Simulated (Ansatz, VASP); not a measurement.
## CaSe: VASP beside Ansatz

POSCAR

```
CaSe
1.0
    3.5980674063      0.0000000000      0.0000000000
    0.0000000000      3.5980674063      0.0000000000
    0.0000000000      0.0000000000      3.5980674063
Ca Se
1 1
Direct
    0.0000000000      0.0000000000      0.0000000000
    0.5000000000      0.5000000000      0.5000000000
```

Contents of INCAR.step1:

```
  ALGO = Normal
  EDIFF = 1E-4
  ENCUT = 520
  GGA = PE
  ISMEAR = 0
  LASPH = True
  LCHARG = False
  LREAL = False
  LWAVE = True
  NBANDS = 15
  NELM = 80
  PREC = Accurate
  SIGMA = 0.01
```

The input INCAR.step2:

```
  ALGO = Normal
  EDIFF = 1E-6
  ENCUT = 520
  ISIF = 2
  ISMEAR = 0
  ISTART = 1
  LASPH = True
  LCHARG = False
  LMIXTAU = True
  LREAL = False
  LWAVE = False
  METAGGA = R2SCAN
  NBANDS = 15
  NELM = 80
  PREC = Accurate
  SIGMA = 0.01
```

The input KPOINTS:

```
k-points
0
Gamma
  6 6 6
```

Input for Ansatz:

```yaml
crystal:
  lattice:
    - [3.5980674063, 0.0, 0.0]
    - [0.0, 3.5980674063, 0.0]
    - [0.0, 0.0, 3.5980674063]
  atoms:
    - { symbol: Ca, position: [0.0, 0.0, 0.0] }
    - { symbol: Se, position: [0.5, 0.5, 0.5] }
kpoints:
  mp_grid: { grid: [6, 6, 6] }
hamiltonian:
  xc: r2scan
scf:
  occupations: { method: fixed }
  n_extra_bands: 4
output:
  forces: true
  stress: true
  eigenvalues: true
```

Alike in both runs: task single point; functional r2SCAN; k mesh 6 × 6 × 6; no spin polarisation.

```csv
,VASP,Ansatz
version,VASP 6.6.1,Ansatz 0.2.0
potentials or method,"VASP PAW PBE potentials, release 64 (Ca_sv, Se)","plane waves, PAW"
plane-wave cutoff (eV),520,500
occupations,"gaussian, width 0.01 eV",fixed
valence electrons in the cell,16,26
```

|  | VASP | Ansatz | Ansatz less VASP |
| --- | --- | --- | --- |
| gap on the k mesh at the Fermi level (eV) | 1.19 | 1.18 | -0.008 |
| pressure (GPa) | 2.0 | 1.8 | -0.25 |

VASP's potentials were made for PBE, not for r2SCAN. VASP's potentials hold 16 valence electrons a cell and Ansatz's 26, so a difference there can come from the potentials and not from the codes.
